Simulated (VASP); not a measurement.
Input of a VASP 6.6.1 run:

INCAR

```
PREC = Accurate ; ENCUT = 600
EDIFF = 1E-6 ; ISMEAR = 0
SIGMA = 0.01 ; LREAL = False
LASPH = True ; NELM = 100
ALGO = Normal ; ISIF = 3
LWAVE = False ; LCHARG = False
GGA = PE ; IBRION = 2
NSW = 50 ; EDIFFG = -0.003
```

The input KPOINTS:

```
regular mesh
0
Gamma
  8 8 8
```

Contents of POSCAR:

```
FeSi
1.0
    4.4657616838      0.0000000000      0.0000000000
    0.0000000000      4.4657616838      0.0000000000
    0.0000000000      0.0000000000      4.4657616838
Fe Si
4 4
Direct
    0.1359900355      0.1359900355      0.1359900355
    0.3640099645      0.8640099645      0.6359900355
    0.6359900355      0.3640099645      0.8640099645
    0.8640099645      0.6359900355      0.3640099645
    0.8407102836      0.8407102836      0.8407102836
    0.6592897164      0.1592897164      0.3407102836
    0.3407102836      0.6592897164      0.1592897164
    0.1592897164      0.3407102836      0.6592897164
```

Potentials or basis: VASP PAW PBE potentials, release 64 (Fe, Si).

Run with:

```sh
$ cat potpaw_PBE.64/Fe/POTCAR potpaw_PBE.64/Si/POTCAR > POTCAR
$ mpirun -np 1 vasp_std > vasp.out
```

Q: Predict the space group after relaxing (to 0.1 Å).

A: P2_13 (No. 198).

Q: What does it give for the relaxed volume?

A: 11.00 Å³/atom.

Q: Estimate the relaxed cell.

A: a = 4.448 Å, b = 4.448 Å, c = 4.448 Å, α = 90.00°, β = 90.00°, γ = 90.00°.

The path:
| step | energy change (eV) | largest force (eV/Å) | pressure (GPa) | volume (Å³) |
| --- | --- | --- | --- | --- |
| 1 | 0.0000 | 0.0200 | -2.58 | 89.06 |
| 2 | 0.0059 | 0.1015 | 3.55 | 86.77 |
| 3 | -0.0082 | 0.0354 | -0.02 | 88.06 |
| 4 | -0.0082 | 0.0365 | 0.04 | 88.04 |
| 5 | -0.0084 | 0.0194 | 0.06 | 88.01 |
| 6 | -0.0085 | 0.0038 | 0.07 | 87.99 |
| 7 | -0.0084 | 0.0026 | -0.11 | 88.06 |
| 8 | -0.0085 | 0.0025 | 0.01 | 88.01 |

Spin polarisation is off, so any magnetic state and its effect on volume and gap are missing.
